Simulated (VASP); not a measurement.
Set up this calculation in VASP 6.6.1, as the native input.

| Property | Result |
| --- | --- |
| Task | electric field gradients |
| Functional | PBEsol |
| Potentials or basis | VASP PAW PBE potentials, release 64 (K_sv, Cl) |
| Cutoff | 520 eV |
| k mesh | 7 × 7 × 7 |
| Occupations | fermi-dirac, width 0.01 eV |
| Spin | no spin polarisation |
| Dipole correction | no |
| Further INCAR settings | ALGO = Normal; EDIFF = 1e-08; NBANDS = 15 |

The structure of KCl lies in POSCAR:

```
KCl
1.0
    3.6580669265      0.0000000000      0.0000000000
    0.0000000000      3.6580669265      0.0000000000
    0.0000000000      0.0000000000      3.6580669265
K Cl
1 1
Direct
    0.0000000000      0.0000000000      0.0000000000
    0.5000000000      0.5000000000      0.5000000000
```

This cell differs from its parent crystal: volume scaled by 1.02.

The input as run:

INCAR

```
ALGO     = Normal         # electronic algorithm
EDIFF    = 1E-8           # SCF threshold, eV
ENCUT    = 520            # plane-wave cutoff, eV
GGA      = PS             # functional
ISIF     = 2              # what is computed and relaxed
ISMEAR   = -1             # smearing method
LASPH    = T              # aspherical terms in the spheres
LCHARG   = F              # write CHGCAR
LEFG     = T            
LREAL    = F              # projectors in reciprocal space
LWAVE    = F              # write WAVECAR
NBANDS   = 15             # bands
NELM     = 60             # most SCF steps
PREC     = Accurate       # precision mode
SIGMA    = 0.01           # smearing width, eV
```

KPOINTS

```
k-points
0
Gamma
  7 7 7
```

Potentials or basis: VASP PAW PBE potentials, release 64 (K_sv, Cl).

Launch:

```console
$ cat potpaw_PBE.64/K_sv/POTCAR potpaw_PBE.64/Cl/POTCAR > POTCAR
$ mpirun -np 1 vasp_std > vasp.out
```

It gave:

```
Pressure               : 1.7 GPa
Band gap on the k mesh : 5.29 eV, indirect (least direct gap 5.50 eV)
```

Caveat: without QUAD_EFG the Cq values of the log hold for a quadrupole moment of 1 mb, not for the nuclei; the PAW data sets were made with another functional, which shifts forces and pressure a little.

Run time: 13 s on 1 thread of Intel(R) Xeon(R) Platinum 8259CL CPU @ 2.50GHz (Skylake/Cascade Lake), with other jobs on the host, peak memory 0.16 GiB.
